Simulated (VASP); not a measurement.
Input of a VASP 6.6.1 run:

Contents of INCAR:

```
SYSTEM = HfC
PREC     = Accurate       ! precision mode
ENCUT    = 600            ! plane-wave cutoff, eV
EDIFF    = 1E-6           ! SCF threshold, eV
ISMEAR   = -1             ! smearing method
SIGMA    = 0.08           ! smearing width, eV
LREAL    = .FALSE.        ! projectors in reciprocal space
LASPH    = .TRUE.         ! aspherical terms in the spheres
NELM     = 60             ! most SCF steps
ALGO     = Normal         ! electronic algorithm
ISIF     = 3              ! what is computed and relaxed
LWAVE    = .FALSE.        ! write WAVECAR
LCHARG   = .FALSE.        ! write CHGCAR
GGA      = PE             ! functional
IBRION   = 2              ! ionic algorithm
NSW      = 100            ! ionic steps
EDIFFG   = -0.005         ! ionic threshold
```

KPOINTS

```
Automatic mesh
0
G
  11 11 11
  0 0 0
```

The input POSCAR:

```
HfC
1.0
    0.0000000000      2.4925373497      2.4925373497
    2.4925373497      0.0000000000      2.4925373497
    2.4925373497      2.4925373497      0.0000000000
Hf C
1 1
Direct
    0.0000000000      0.0000000000      0.0000000000
    0.2500000000      0.2500000000      0.2500000000
```

Potentials or basis: VASP PAW PBE potentials, release 64 (Hf_pv, C).

Command:

```console
$ cat potpaw_PBE.64/Hf_pv/POTCAR potpaw_PBE.64/C/POTCAR > POTCAR
$ mpirun -np 1 vasp_std > vasp.out
```

Question: Estimate the band gap on the k mesh.

Answer: 0.51 eV, indirect (least direct gap 0.52 eV).

Question: Predict the relaxed volume.

Answer: 16.00 Å³/atom.

Question: Predict the relaxed cell.

Answer: a = 3.564 Å, b = 3.564 Å, c = 3.564 Å, α = 60.00°, β = 60.00°, γ = 60.00°.

Step by step:
| step | energy change (eV) | largest force (eV/Å) | pressure (GPa) | volume (Å³) |
| --- | --- | --- | --- | --- |
| 1 | 0.0000 | 0.0000 | 5.51 | 30.97 |
| 2 | 0.0122 | 0.0000 | -6.36 | 33.42 |
| 3 | -0.0171 | 0.0000 | -0.05 | 32.01 |

Caveat: spin-orbit coupling is left out, which moves the levels of the heavy elements. A k mesh can miss the band edges.
